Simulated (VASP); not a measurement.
Write the native input for VASP 6.6.1 that does the following.

```
Task                               : single point
Functional                         : PBE0
Potentials or basis                : VASP PAW PBE potentials, release 64 (C)
Cutoff                             : 520 eV
k mesh                             : 7 × 7 × 7
Occupations                        : fermi-dirac, width 0.05 eV
Spin                               : no spin polarisation
Dipole correction                  : no
Grid for exact exchange (PRECFOCK) : Normal
Further INCAR settings             : ALGO = Normal; EDIFF = 1e-06; NBANDS = 11
Share of exact exchange            : 0.25
```

Crystal: C.

```xyz
2
Lattice="0.0000 1.7834 1.7834 1.7834 0.0000 1.7834 1.7834 1.7834 0.0000" Properties=species:S:1:pos:R:3 pbc="T T T"
C     2.6751    2.6751    2.6751
C     1.7834    1.7834    1.7834
```

These files were run (other wordings do the same):

POSCAR

```
C
1.0
    0.0000000000      1.7833700000      1.7833700000
    1.7833700000      0.0000000000      1.7833700000
    1.7833700000      1.7833700000      0.0000000000
C
2
Direct
    0.7500000000      0.7500000000      0.7500000000
    0.5000000000      0.5000000000      0.5000000000
```

INCAR.step1

```
PREC = Accurate
ENCUT = 520
EDIFF = 1E-5
ISMEAR = -1
SIGMA = 0.05
LREAL = False
LASPH = True
NELM = 100
ALGO = Normal
ISIF = 2
LWAVE = True
GGA = PE
NBANDS = 11
```

INCAR.step2

```
PREC = Accurate
ENCUT = 520
EDIFF = 1E-6
ISMEAR = -1
SIGMA = 0.05
LREAL = False
LASPH = True
NELM = 100
ALGO = Normal
ISIF = 2
LWAVE = False
LCHARG = True
GGA = PE
LHFCALC = True
AEXX = 0.25
PRECFOCK = Normal
LELF = True
LVHAR = True
ISTART = 1
NBANDS = 11
```

KPOINTS

```
Automatic mesh
0
Gamma
  7 7 7
```

Potentials or basis: VASP PAW PBE potentials, release 64 (C).

Launch:

```console
$ cat potpaw_PBE.64/C/POTCAR > POTCAR
$ cp INCAR.step1 INCAR
$ mpirun -np 1 vasp_std > vasp.out
$ cp INCAR.step2 INCAR
$ mpirun -np 1 vasp_std > vasp.out
```

Results of the run:

- Pressure: -7.5 GPa
- Band gap on the k mesh: 6.18 eV (least direct gap 7.73 eV)

Caveat: the k points lie up to 0.44 Å⁻¹ apart; the PAW data sets were made with another functional, which shifts forces and pressure a little; an odd mesh through Γ misses points on the zone boundary, where band edges can lie.

Run time: 5.3 min on 1 thread of Intel(R) Xeon(R) Platinum 8259CL CPU @ 2.50GHz (Skylake/Cascade Lake) (shared host), peak memory 0.12 GiB.
